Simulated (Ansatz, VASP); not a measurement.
# La in VASP and in Ansatz

```
CELL_PARAMETERS angstrom
3.65975 0.00000 0.00000
-1.82987 3.16944 0.00000
0.00000 0.00000 5.95501
ATOMIC_POSITIONS crystal
La 0.33333 0.66667 0.25000
La 0.66667 0.33333 0.75000
```

Alike in both runs: functional PBEsol; k mesh 10 × 10 × 6; occupations fermi-dirac, width 0.1 eV; no spin polarisation.

Ansatz relaxed the structure, and its values are those at the end. VASP's run is a single point on that final structure, the one shown.

```csv
,VASP,Ansatz
version,VASP 6.6.1,Ansatz 0.2.0
potentials or method,"VASP PAW PBE potentials, release 64 (La)","PAW with Ansatz's default frozen-core files, scalar-relativistic"
plane-wave cutoff (eV),520,420
valence electrons in the cell,22,22
```

```tsv
	VASP	Ansatz	Ansatz less VASP
pressure (GPa)	0.1	0.0	-0.06
```

VASP's potentials were made for PBE, not for PBEsol. The functional is the same, so the differences come from potentials, cutoffs and numerics.

Neither program's run includes spin-orbit coupling.
